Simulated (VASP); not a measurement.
GaB2As3:

```
CELL_PARAMETERS angstrom
3.67858 0.00000 0.00000
-1.83929 3.18574 0.00000
0.00000 0.00000 9.01065
ATOMIC_POSITIONS crystal
Ga 0.33333 0.66667 0.66667
B 0.00000 0.00000 0.00000
B 0.66667 0.33333 0.33333
As 0.00000 0.00000 0.75000
As 0.33333 0.66667 0.41667
As 0.66667 0.33333 0.08333
```

| Quantity | Value |
| --- | --- |
| Program | VASP 6.6.1 |
| Task | relaxation of cell and atoms |
| Functional | PBE |
| Potentials or basis | VASP PAW PBE potentials, release 64 (Ga_d, B, As) |
| Cutoff | 600 eV |
| k mesh | 6 × 6 × 2 |
| Occupations | gaussian, width 0.1 eV |
| Spin | no spin polarisation |

At the start: pressure -0.3 GPa; volume 17.60 Å³/atom.

**Question.** How do energy, volume and symmetry change on relaxing?

**Answer.** Over 8 steps the energy falls by 156.7 meV/atom and the volume is 17.00 Å³/atom (-3.4 %); space group P3m1 (No. 156, to 0.1 Å) before and after.

Step by step:
```
step  energy change (eV)  largest force (eV/Å)  pressure (GPa)  volume (Å³)
   1              0.0000                3.5568           -0.25       105.60
   2             -0.6927                1.2772           -2.04       105.17
   3             -0.7233                1.4955           -2.09       105.06
   4             -0.8997                0.7462            0.75       101.33
   5             -0.9083                0.6289            1.68       100.34
   6             -0.9280                0.4751           -0.37       102.13
   7             -0.9389                0.1536            0.34       101.44
   8             -0.9400                0.0298           -0.17       101.99
```

Final structure:
```yaml
crystal:
  lattice:
    - [3.61647, 0.00000, 0.00000]
    - [-1.80824, 3.13196, 0.00000]
    - [0.00000, 0.00000, 9.00424]
  atoms:
    - { symbol: Ga, position: [0.33333, 0.66667, 0.66378] }
    - { symbol: B, position: [0.00000, 0.00000, 0.01220] }
    - { symbol: B, position: [0.66667, 0.33333, 0.31697] }
    - { symbol: As, position: [0.00000, 0.00000, 0.78131] }
    - { symbol: As, position: [0.33333, 0.66667, 0.39037] }
    - { symbol: As, position: [0.66667, 0.33333, 0.08537] }
```
